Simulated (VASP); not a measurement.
Input of a VASP 6.6.1 run:

Contents of INCAR:

```
ALGO = Normal
EDIFF = 1E-6
ENCUT = 520
GGA = PE
ISIF = 2
ISMEAR = 0
LASPH = True
LCHARG = False
LREAL = False
LWAVE = False
NBANDS = 10
NELM = 100
PREC = Accurate
SIGMA = 0.15
```

Contents of KPOINTS:

```
k-points
0
Gamma
  12 12 12
```

File POSCAR:

```
Rb
1.0
   -2.6657000000      2.6657000000      2.8761500000
    2.6657000000     -2.6657000000      2.8761500000
    2.6657000000      2.6657000000     -2.8761500000
Rb
1
Direct
    0.0000000000      0.0000000000      0.0000000000
```

Potentials or basis: VASP PAW PBE potentials, release 64 (Rb_sv).

Launch:

```console
$ cat potpaw_PBE.64/Rb_sv/POTCAR > POTCAR
$ mpirun -np 1 vasp_std > vasp.out
```

Estimate the pressure.

0.4 GPa.

What does it give for the band gap on the k mesh?

Zero (an odd number of electrons rules out a gap without spin polarisation).

Caveat: the cell differs from its parent crystal (strain -0.050 along x and y, +0.025 along z).
